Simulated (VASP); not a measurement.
A run of VASP 6.6.1 is set up as follows.

File INCAR:

```
  PREC = Accurate
  ENCUT = 600
  EDIFF = 1E-7
  ISMEAR = 0
  SIGMA = 0.1
  LREAL = False
  LASPH = True
  NELM = 100
  ALGO = Normal
  ISIF = 3
  LWAVE = False
  LCHARG = False
  GGA = PS
  IBRION = 2
  NSW = 90
  EDIFFG = -0.04
```

KPOINTS

```
Automatic mesh
0
Gamma
  9 9 9
```

The input POSCAR:

```
Os
1.0
    1.4327910480      0.8272222972      6.9245892307
   -1.4327910480      0.8272222972      6.9245892307
    0.0000000000     -1.6544445945      6.9245892307
Os
3
Direct
    0.0000000000      0.0000000000      0.0000000000
    0.2222200000      0.2222200000      0.2222200000
    0.7777800000      0.7777800000      0.7777800000
```

Potentials or basis: VASP PAW PBE potentials, release 64 (Os).

Run with:

```console
$ cat potpaw_PBE.64/Os/POTCAR > POTCAR
$ mpirun -np 1 vasp_std > vasp.out
```

(1) Predict the relaxed volume.

(2) What does it give for the relaxed cell?

(3) Predict the band gap on the k mesh.

(4) Predict the space group after relaxing (to 0.05 Å).

Results:

(1) 13.95 Å³/atom.

(2) a = 6.689 Å, b = 6.689 Å, c = 6.689 Å, α = 23.52°, β = 23.52°, γ = 23.52°.

(3) zero (band 12 reaches 11.34 eV, above the bottom of band 13 at 7.75 eV).

(4) R-3m (No. 166).

Caveat: the volume moved by over 15 % at a fixed basis, so the end points are rough; the PAW data sets were made with another functional, which shifts forces and pressure a little; spin-orbit coupling is left out, which moves the levels of the heavy elements.
